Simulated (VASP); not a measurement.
A run of VASP 6.6.1:

INCAR

```
PREC = Accurate
ENCUT = 520
EDIFF = 1E-6
ISMEAR = 0
SIGMA = 0.02
LREAL = False
LASPH = True
NELM = 100
ALGO = Normal
ISIF = 2
LWAVE = False
LCHARG = True
LDIPOL = True
IDIPOL = 3
DIPOL = 0.5 0.5 0.500
GGA = PE
IVDW = 12
LELF = True
LVHAR = True
LVACPOTAV = True
NBANDS = 28
```

KPOINTS

```
Automatic mesh
0
Gamma
  6 6 1
```

File POSCAR:

```
PbO
1.0
    3.6910000000      0.0000000000      0.0000000000
    0.0000000000      3.6910000000      0.0000000000
    0.0000000000      0.0000000000     30.7493267952
Pb O
2 2
Direct
    0.5000000000      0.0000000000      0.4566657180
    0.0000000000      0.5000000000      0.5433342820
    0.0000000000      0.0000000000      0.5000000000
    0.5000000000      0.5000000000      0.5000000000
```

Potentials or basis: VASP PAW PBE potentials, release 64 (Pb_d, O).

The run is started by

```console
$ cat potpaw_PBE.64/Pb_d/POTCAR potpaw_PBE.64/O/POTCAR > POTCAR
$ mpirun -np 1 vasp_std > vasp.out
```

Hardware: 1 thread of AMD EPYC 7R13 Processor (Zen 3), with other jobs on the host.

Question: How long does it take, and how much memory?

Answer: It took 3.1 min on 1 thread of AMD EPYC 7R13 Processor (Zen 3), with other jobs on the host, peak memory 0.47 GiB. Counts: scf iterations 23, k points 10.
